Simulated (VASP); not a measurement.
# TiAl (Pm-3m) in VASP: further runs

TiAl is run at these levels: r2SCAN; tasks: single point.

All numbers are computed with VASP 6.6.1; they aren't measurements. Logs are shortened: lines on timing, memory, paths and dates and some standing lists are left out, and cuts for length are marked.

## (1) The cell of the first run

Symmetry: Pm-3m, No. 221, cubic system. The conventional cell has a = 3.179 Å, b = 3.179 Å, c = 3.179 Å, α = 90.00°, β = 90.00°, γ = 90.00°. Within 3.6 Å of Ti (site symmetry m-3m) lie 8 Al at 2.75 Å and 6 Ti at 3.18 Å. Within 3.6 Å of Al (site symmetry m-3m) lie 8 Ti at 2.75 Å and 6 Al at 3.18 Å.

## (2) Single point, r2SCAN

POSCAR

```
TiAl
1.0
    3.1790640000      0.0000000000      0.0000000000
    0.0000000000      3.1790640000      0.0000000000
    0.0000000000      0.0000000000      3.1790640000
Ti Al
1 1
Direct
    0.0000000000      0.0000000000      0.0000000000
    0.5000000000      0.5000000000      0.5000000000
```

INCAR.step1

```
SYSTEM = TiAl
PREC = Accurate ; ENCUT = 520
ISMEAR = -1 ; SIGMA = 0.05
LREAL = .FALSE. ; LASPH = .TRUE.
NELM = 100 ; NBANDS = 14
GGA = PE ; ALGO = Normal
EDIFF = 1E-4 ; LWAVE = .TRUE.
LCHARG = .FALSE.
```

INCAR.step2

```
SYSTEM = TiAl
PREC = Accurate ; ENCUT = 520
EDIFF = 1E-6 ; ISMEAR = -1
SIGMA = 0.05 ; LREAL = .FALSE.
LASPH = .TRUE. ; NELM = 100
ALGO = Normal ; ISIF = 2
LWAVE = .FALSE. ; LCHARG = .TRUE.
METAGGA = R2SCAN ; LMIXTAU = .TRUE.
LELF = .TRUE. ; LVHAR = .TRUE.
NBANDS = 14 ; ISTART = 1
```

KPOINTS

```
regular mesh
0
G
  8 8 8
  0 0 0
```

Potentials or basis: VASP PAW PBE potentials, release 64 (Ti_sv, Al).

Run with:

```console
$ cat potpaw_PBE.64/Ti_sv/POTCAR potpaw_PBE.64/Al/POTCAR > POTCAR
$ cp INCAR.step1 INCAR
$ mpirun -np 1 vasp_std > vasp.out
$ cp INCAR.step2 INCAR
$ mpirun -np 1 vasp_std > vasp.out
```

OUTCAR:

```text
SYSTEM = TiAl
   PREC = Accurate
   ENCUT = 520
   EDIFF = 1E-6
   ISMEAR = -1
   LREAL = .FALSE.
   LASPH = .TRUE.
   NELM = 100
   ISIF = 2
   METAGGA = R2SCAN
   ISTART = 1

 ion  position               nearest neighbor table
   1  0.000  0.000  0.000-   2 2.75   2 2.75   2 2.75   2 2.75   2 2.75   2 2.75   2 2.75   2 2.75

   2  0.500  0.500  0.500-   1 2.75   1 2.75   1 2.75   1 2.75   1 2.75   1 2.75   1 2.75   1 2.75

  LATTYP: Found a simple cubic cell.
 ALAT       =     3.1790640000

  Lattice vectors:

 A1 = (   3.1790640000,   0.0000000000,   0.0000000000)
 A2 = (   0.0000000000,   3.1790640000,   0.0000000000)
 A3 = (   0.0000000000,   0.0000000000,   3.1790640000)

Analysis of symmetry for initial positions (statically):
=====================================================================
 Subroutine PRICEL returns:
 Original cell was already a primitive cell.

 Routine SETGRP: Setting up the symmetry group for a
 simple cubic supercell.

 Subroutine GETGRP returns: Found 48 space group operations
 (whereof 48 operations were pure point group operations)
 out of a pool of 48 trial point group operations.

The static configuration has the point symmetry O_h .

Analysis of symmetry for dynamics (positions and initial velocities):
=====================================================================
 Subroutine PRICEL returns:
 Original cell was already a primitive cell.

 Routine SETGRP: Setting up the symmetry group for a
 simple cubic supercell.

 Subroutine GETGRP returns: Found 48 space group operations
 (whereof 48 operations were pure point group operations)
 out of a pool of 48 trial point group operations.

The dynamic configuration has the point symmetry O_h .

 Subroutine INISYM returns: Found 48 space group operations
 (whereof 48 operations are pure point group operations),
 and found     1 'primitive' translations

----------------------------------------------------------------------------------------

                                     Primitive cell

  volume of cell :      32.1290

  direct lattice vectors                    reciprocal lattice vectors
     3.179064000  0.000000000  0.000000000     0.314557996  0.000000000  0.000000000
     0.000000000  3.179064000  0.000000000     0.000000000  0.314557996  0.000000000
     0.000000000  0.000000000  3.179064000     0.000000000  0.000000000  0.314557996

  length of vectors
     3.179064000  3.179064000  3.179064000     0.314557996  0.314557996  0.314557996

  position of ions in fractional coordinates (direct lattice)
     0.000000000  0.000000000  0.000000000
     0.500000000  0.500000000  0.500000000

  ion indices of the primitive-cell ions
   primitive index   ion index
                 1           1
                 2           2

----------------------------------------------------------------------------------------

 KPOINTS: regular mesh

Automatic generation of k-mesh.
 Grid dimensions read from file:
 generate k-points for:    8    8    8

 Generating k-lattice:

  Cartesian coordinates                     Fractional coordinates (reciprocal lattice)
     0.039319749  0.000000000  0.000000000     0.125000000  0.000000000  0.000000000
     0.000000000  0.039319749  0.000000000     0.000000000  0.125000000  0.000000000
     0.000000000  0.000000000  0.039319749     0.000000000  0.000000000  0.125000000

  Length of vectors
     0.039319749  0.039319749  0.039319749

  Shift w.r.t. Gamma in fractional coordinates (k-lattice)
     0.000000000  0.000000000  0.000000000

 Subroutine IBZKPT returns following result:
 ===========================================

 Found     35 irreducible k-points:

 Following reciprocal coordinates:
            Coordinates               Weight
  0.000000  0.000000  0.000000      1.000000
  0.125000  0.000000  0.000000      6.000000
  0.250000  0.000000  0.000000      6.000000
  0.375000  0.000000  0.000000      6.000000
  0.500000  0.000000  0.000000      3.000000
  0.125000  0.125000  0.000000     12.000000
[... 16 lines left out ...]
  0.375000  0.375000  0.125000     24.000000
  0.500000  0.375000  0.125000     24.000000
 [... further k-points ...]
   k-points           NKPTS =     35   k-points in BZ     NKDIM =     35   number of bands    NBANDS=     14
   number of dos      NEDOS =    301   number of ions     NIONS =      2
   total plane-waves  NPLWV =  13824
   dimension x,y,z NGX =    24 NGY =   24 NGZ =   24
   dimension x,y,z NGXF=    48 NGYF=   48 NGZF=   48
   ions per type =               1   1
   NGX,Y,Z   is equivalent  to a cutoff of  12.55, 12.55, 12.55 a.u.
   NGXF,Y,Z  is equivalent  to a cutoff of  25.10, 25.10, 25.10 a.u.
 SYSTEM =  TiAl
   PREC   = accura    normal or accurate (medium, high low for compatibility)
   ISTART =      1    job   : 0-new  1-cont  2-samecut
   ICHARG =      0    charge: 1-file 2-atom 10-const
   ISPIN  =      1    spin polarized calculation?
   LNONCOLLINEAR =      F non collinear calculations
   LSORBIT =      F    spin-orbit coupling
   LASPH  =      T    aspherical Exc in radial PAW
   ENCUT  =  520.0 eV  38.22 Ry    6.18 a.u.   5.91  5.91  5.91*2*pi/ulx,y,z
   NELM   =    100;   NELMIN=  2; NELMDL=  0     # of ELM steps
   EDIFF  = 0.1E-05   stopping-criterion for ELM
   LREAL  =      F    real-space projection
   EDIFFG = 0.1E-04   stopping-criterion for IOM
   NSW    =      0    number of steps for IOM
   IBRION =     -1    ionic relax: 0-MD 1-quasi-New 2-CG
   NFREE  =      0    steps in history (QN), initial steepest desc. (CG)
   ISIF   =      2    stress and relaxation
   ISYM   =      2    0-nonsym 1-usesym 2-fastsym
   POTIM  = 0.5000    time-step for ionic-motion
   TEBEG  =    0.0;   TEEND  =   0.0 temperature during run
   PSTRESS=    0.0 pullay stress
   NELECT =      15.0000    total number of electrons
   NUPDOWN=      -1.0000    fix difference up-down
   EMIN   =  10.00;   EMAX   =-10.00  energy-range for DOS
   EFERMI =   0.00;   METHOD = LEGACY
   ISMEAR =    -1;   SIGMA  =   0.05  broadening in eV -4-tet -1-fermi 0-gaus
   EFERMI_NEDOS =   21; number of points for ismear=-14 and -15
   IALGO  =     38    algorithm
   IMIX   =      4    mixing-type and parameters
     AMIX     =   0.40;   BMIX     =  1.00
     AMIX_MAG =   1.60;   BMIX_MAG =  1.00
  volume/ion in A,a.u.               =      16.06       108.41
  Fermi-wavevector in a.u.,A,eV,Ry     =   1.270007  2.399964 21.945065  1.612917
  Thomas-Fermi vector in A             =   2.403017
   LORBIT       =      0    0 simple, 1 ext, 2 COOP (PROOUT), +10 PAW based schemes
   METAGGA = R2SCAN    functional components
   LHFCALC =     F    Hartree Fock is set to
   AEXX    =    0.0000 exact exchange contribution
   IVDW    =     0    specifies the selected vdW correction
   LEPSILON=     F    determine dielectric tensor
   LRPA    =     F    only Hartree local field effects (RPA)
 non-spin polarized calculation
  energy-cutoff  :      520.00
  volume of cell :       32.13
 maximum number of plane-waves:       912
 NGX is ok and might be reduce to    24
   NGX = 11   NGY = 11   NGZ = 11

 number of electron      14.9999993 magnetization

 Free energy of the ion-electron system (eV)
  ---------------------------------------------------
  ext. energy  EPLUGINS =         0.00000000
  ---------------------------------------------------
  free energy    TOTEN  =       -20.31396757 eV

  energy without entropy =      -20.29508754  energy(sigma->0) =      -20.30452756

 E-fermi :   8.8211     XC(G=0): -11.9009

 val. band max:        8.7817512273   @ k =   0.5000   0.3750   0.2500
 cond. band min:       8.8228434983   @ k =   0.3750   0.3750   0.2500
 fundamental gap:      0.0410922710
 Fermi energy:         8.8210817625

 k-point     1 :       0.0000    0.0000    0.0000
  band No.  band energies     occupation
      1     -50.4571      2.00000
      2     -25.6102      2.00000
      3     -25.6102      2.00000
      4     -25.6102      2.00000
      5      -1.0317      2.00000
      6       7.2094      2.00000
      7       7.2094      2.00000
      8      10.8719      0.00000
      9      10.8719      0.00000
     10      10.8719      0.00000
     11      13.4533      0.00000
     12      13.4533      0.00000
     13      13.4533      0.00000
     14      17.8953      0.00000

 k-point     2 :       0.1250    0.0000    0.0000
  band No.  band energies     occupation
      1     -50.4548      2.00000
      2     -25.6375      2.00000
      3     -25.6079      2.00000
      4     -25.6079      2.00000
      5      -0.7707      2.00000
      6       7.0398      2.00000
      7       7.3284      2.00000
      8      10.4576      0.00000
      9      10.4576      0.00000
     10      10.9023      0.00000
     11      12.5546      0.00000
     12      14.0590      0.00000
     13      14.0590      0.00000
     14      17.5637      0.00000

 k-point     3 :       0.2500    0.0000    0.0000
  band No.  band energies     occupation
      1     -50.4491      2.00000
      2     -25.7027      2.00000
      3     -25.6023      2.00000
      4     -25.6022      2.00000
      5      -0.0099      2.00000
      6       6.2026      2.00000
      7       7.6419      2.00000
      8       9.7796      0.00000
      9       9.7796      0.00000
     10      10.9768      0.00000
     11      11.7046      0.00000
     12      15.3362      0.00000
     13      15.3362      0.00000
     14      16.7376      0.00000

 k-point     4 :       0.3750    0.0000    0.0000
  band No.  band energies     occupation
      1     -50.4434      2.00000
      2     -25.7673      2.00000
      3     -25.5966      2.00000
      4     -25.5966      2.00000
      5       1.1820      2.00000
      6       4.6317      2.00000
      7       8.0043      2.00000
      8       9.2861      0.00018
      9       9.2861      0.00018
     10      11.0531      0.00000
     11      11.7544      0.00000
     12      15.8754      0.00000
     13      16.8989      0.00000
     14      16.8989      0.00000

 k-point     5 :       0.5000    0.0000    0.0000
  band No.  band energies     occupation
      1     -50.4410      2.00000
      2     -25.7938      2.00000
      3     -25.5942      2.00000
      4     -25.5942      2.00000
      5       2.3854      2.00000
      6       3.2322      2.00000
      7       8.1739      2.00000
      8       9.1106      0.00609
      9       9.1106      0.00609
     10      11.0852      0.00000
     11      11.9290      0.00000
[... 276 lines left out ...]
 k-point    22 :       0.5000    0.2500    0.1250
  band No.  band energies     occupation
      1     -50.4311      2.00000
      2     -25.7772      2.00000
      3     -25.6787      2.00000
      4     -25.6115      2.00000
      5       3.0162      2.00000
      6       4.4866      2.00000
      7       7.5239      2.00000
      8       8.5140      1.99571
      9       9.5887      0.00000
     10       9.9891      0.00000
     11      11.9049      0.00000
     12      14.8051      0.00000
     13      15.5769      0.00000
     14      16.3188      0.00000

 k-point    23 :       0.3750    0.3750    0.1250
  band No.  band energies     occupation
      1     -50.4279      2.00000
      2     -25.7443      2.00000
      3     -25.7415      2.00000
      4     -25.6080      2.00000
      5       2.9742      2.00000
      6       5.9867      2.00000
      7       6.4371      2.00000
      8       8.4547      1.99869
      9       9.6456      0.00000
     10       9.8800      0.00000
     11      11.9178      0.00000
     12      13.6539      0.00000
     13      15.0486      0.00000
     14      16.4116      0.00000

 k-point    24 :       0.5000    0.3750    0.1250
  band No.  band energies     occupation
      1     -50.4256      2.00000
      2     -25.7681      2.00000
      3     -25.7393      2.00000
      4     -25.6055      2.00000
      5       3.5118      2.00000
      6       5.5139      2.00000
      7       6.6808      2.00000
      8       8.1362      2.00000
      9       9.8414      0.00000
     10       9.8710      0.00000
     11      11.7724      0.00000
     12      13.9011      0.00000
     13      14.1680      0.00000
     14      16.6397      0.00000

 [... further k-points ...]
[... 5 lines left out ...]
  --------------------------------------------------------------------------------------
  -------------------------------------------------------------------------------------
  Total       -0.1323392     -0.1323392     -0.1323392     -0.0000000      0.0000000      0.0000000
  in kB       -6.5993498     -6.5993498     -6.5993498     -0.0000000      0.0000000      0.0000000
  external PRESSURE =      -6.5993498 kB  Pullay stress =       0.0000000 kB

 VOLUME and BASIS-vectors are now :
 -----------------------------------------------------------------------------
  energy-cutoff  :      520.00
  volume of cell :       32.13
      direct lattice vectors                 reciprocal lattice vectors
     3.179064000  0.000000000  0.000000000     0.314557996  0.000000000  0.000000000
     0.000000000  3.179064000  0.000000000     0.000000000  0.314557996  0.000000000
     0.000000000  0.000000000  3.179064000     0.000000000  0.000000000  0.314557996

 POSITION                                       TOTAL-FORCE (eV/Angst)
 -----------------------------------------------------------------------------------
      0.00000      0.00000      0.00000         0.000000      0.000000      0.000000
      1.58953      1.58953      1.58953         0.000000      0.000000      0.000000
 -----------------------------------------------------------------------------------
    total drift:                                0.000000      0.000000      0.000000

  FREE ENERGIE OF THE ION-ELECTRON SYSTEM (eV)
  ---------------------------------------------------
  free  energy   TOTEN  =       -20.3139675698 eV

  energy  without entropy=      -20.2950875412  energy(sigma->0) =      -20.30452756
```

It took 78 s on 1 thread of Intel Xeon 8259CL, shared host; peak memory 0.15 GiB.

What came out:

| Quantity | Value |
| --- | --- |
| Free energy | -20.3140 eV |
| Pressure | -0.7 GPa |

Caveat: the PAW data sets were made with another functional, which shifts forces and pressure a little.

## (3) Single point, r2SCAN

This run uses another cell than the first one, of 16.39 Å³/atom, 1.020 times its volume.

POSCAR

```
TiAl
1.0
    3.2001180175      0.0000000000      0.0000000000
    0.0000000000      3.2001180175      0.0000000000
    0.0000000000      0.0000000000      3.2001180175
Ti Al
1 1
Direct
    0.0000000000      0.0000000000      0.0000000000
    0.5000000000      0.5000000000      0.5000000000
```

INCAR.step1

```
ALGO = Normal ; EDIFF = 1E-4
ENCUT = 520 ; GGA = PE
ISMEAR = -1 ; LASPH = T
LCHARG = F ; LREAL = F
LWAVE = T ; NBANDS = 14
NELM = 60 ; PREC = Accurate
SIGMA = 0.05
```

INCAR.step2

```
ALGO = Normal ; EDIFF = 1E-7
ENCUT = 520 ; ISIF = 2
ISMEAR = -1 ; ISTART = 1
LASPH = T ; LCHARG = F
LMIXTAU = T ; LREAL = F
LWAVE = F ; METAGGA = R2SCAN
NBANDS = 14 ; NELM = 60
PREC = Accurate ; SIGMA = 0.05
```

KPOINTS

```
k-points
0
Gamma
  8 8 8
```

Potentials or basis: VASP PAW PBE potentials, release 64 (Ti_sv, Al).

Run with:

```console
$ cat potpaw_PBE.64/Ti_sv/POTCAR potpaw_PBE.64/Al/POTCAR > POTCAR
$ cp INCAR.step1 INCAR
$ mpirun -np 1 vasp_std > vasp.out
$ cp INCAR.step2 INCAR
$ mpirun -np 1 vasp_std > vasp.out
```

Wall time 95 s (1 thread of Intel Xeon 8259CL, shared host); peak memory 0.15 GiB.

The run converged. Its results:

* Free energy: -20.3073 eV
* Pressure: -2.8 GPa

Levels at points of the mesh, in eV from the Fermi level:
```csv
k point,band 3,band 4,band 5,band 6,band 7,band 8,band 9,band 10,band 11,band 12
"(0.00, 0.00, 0.00)",-34.48,-34.48,-9.76,-1.56,-1.56,2.00,2.00,2.00,4.53,4.53
"(0.50, 0.00, 0.00)",-34.46,-34.46,-6.41,-5.53,-0.63,0.28,0.28,2.21,3.02,6.67
"(0.50, 0.50, 0.00)",-34.62,-34.45,-5.17,-2.39,-2.39,-1.59,0.87,0.87,2.75,4.82
"(0.50, 0.50, 0.50)",-34.60,-34.60,-3.20,-3.20,-3.20,0.82,2.82,2.82,2.82,2.82
```

Caveat: the PAW data sets were made with another functional, which shifts forces and pressure a little.

## (4) Single point, r2SCAN

This run uses another cell than the first one, of 16.71 Å³/atom, 1.040 times its volume.

POSCAR

```
TiAl
1.0
    3.2208985869      0.0000000000      0.0000000000
    0.0000000000      3.2208985869      0.0000000000
    0.0000000000      0.0000000000      3.2208985869
Ti Al
1 1
Direct
    0.0000000000      0.0000000000      0.0000000000
    0.5000000000      0.5000000000      0.5000000000
```

INCAR.step1

```
ALGO = Normal
EDIFF = 1E-4
ENCUT = 520
GGA = PE
ISMEAR = -1
LASPH = True
LCHARG = False
LREAL = False
LWAVE = True
NBANDS = 14
NELM = 80
PREC = Accurate
SIGMA = 0.05
```

INCAR.step2

```
ALGO = Normal
EDIFF = 1E-6
ENCUT = 520
ISIF = 2
ISMEAR = -1
ISTART = 1
LASPH = True
LCHARG = False
LMIXTAU = True
LREAL = False
LWAVE = False
METAGGA = R2SCAN
NBANDS = 14
NELM = 80
PREC = Accurate
SIGMA = 0.05
```

KPOINTS is that of step 3.

Run with:

```console
$ cat potpaw_PBE.64/Ti_sv/POTCAR potpaw_PBE.64/Al/POTCAR > POTCAR
$ cp INCAR.step1 INCAR
$ mpirun -np 1 vasp_std > vasp.out
$ cp INCAR.step2 INCAR
$ mpirun -np 1 vasp_std > vasp.out
```

Run time: 86 s. Hardware: 1 thread of Intel Xeon 8259CL, shared host; peak memory 0.15 GiB.

Results (log left out):

```yaml
Free_energy: -20.2921 eV
Pressure: -4.8 GPa
```

Levels at points of the mesh, in eV from the Fermi level:
| k point | band 3 | band 4 | band 5 | band 6 | band 7 | band 8 | band 9 | band 10 | band 11 | band 12 |
| --- | --- | --- | --- | --- | --- | --- | --- | --- | --- | --- |
| (0.00, 0.00, 0.00) | -34.52 | -34.52 | -9.68 | -1.52 | -1.52 | 1.96 | 1.96 | 1.96 | 4.44 | 4.44 |
| (0.50, 0.00, 0.00) | -34.51 | -34.51 | -6.38 | -5.47 | -0.61 | 0.28 | 0.28 | 2.16 | 2.94 | 6.65 |
| (0.50, 0.50, 0.00) | -34.66 | -34.49 | -5.12 | -2.38 | -2.38 | -1.57 | 0.86 | 0.86 | 2.68 | 4.69 |
| (0.50, 0.50, 0.50) | -34.64 | -34.64 | -3.14 | -3.14 | -3.14 | 0.70 | 2.74 | 2.74 | 2.77 | 2.77 |

Caveat: the PAW data sets were made with another functional, which shifts forces and pressure a little.

[end of part 1 of 2]
